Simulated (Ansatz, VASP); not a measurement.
# Ti2Co in VASP and in Ansatz

```xyz
24
Lattice="0.0000 5.5401 5.5401 5.5401 0.0000 5.5401 5.5401 5.5401 0.0000" Properties=species:S:1:pos:R:3 pbc="T T T"
Ti    1.3850    4.1551    4.1551
Ti    4.1551    1.3850    4.1551
Ti    4.1551    4.1551    1.3850
Ti    1.3850    1.3850    1.3850
Ti    5.5401    5.5401    3.4646
Ti    5.5401    5.5401    7.6156
Ti    5.5401    3.4646    5.5401
Ti    5.5401    7.6156    5.5401
Ti    3.4646    5.5401    5.5401
Ti    7.6156    5.5401    5.5401
Ti    8.3102    8.3102   10.3857
Ti    8.3102    8.3102    6.2347
Ti    8.3102   10.3857    8.3102
Ti    8.3102    6.2347    8.3102
Ti   10.3857    8.3102    8.3102
Ti    6.2347    8.3102    8.3102
Co    3.7843    7.2959    7.2959
Co    7.2959    3.7843    7.2959
Co    7.2959    7.2959    3.7843
Co    3.7843    3.7843    3.7843
Co   10.0659    6.5544    6.5544
Co    6.5544   10.0659    6.5544
Co    6.5544    6.5544   10.0659
Co   10.0659   10.0659   10.0659
```

Alike in both runs: functional PBEsol; k mesh 6 × 6 × 6; occupations gaussian, width 0.1 eV; no spin polarisation.

Ansatz relaxed the structure, and its values are those at the end. VASP's run is a single point on that final structure, the one shown.

|  | VASP | Ansatz |
| --- | --- | --- |
| version | VASP 6.6.1 | Ansatz 0.2.0 |
| potentials or method | VASP PAW PBE potentials, release 64 (Ti_sv, Co), cutoff 520 eV | scalar-relativistic, plane waves, PAW |
| valence electrons in the cell | 264 | 328 |

|  | VASP | Ansatz | Ansatz less VASP |
| --- | --- | --- | --- |
| gap on the k mesh at the Fermi level (eV) | none | none | - |
| pressure (GPa) | -0.5 | 0.0 | +0.47 |
| rms of the force components (eV/Å) | 0.006 | 0.002 | -0.0041 |

VASP's potentials were made for PBE, not for PBEsol. A gap of «none» marks a metal or a gap that the smearing closes. VASP's potentials hold 264 valence electrons a cell and Ansatz's 328, so a difference there can come from the potentials and not from the codes.
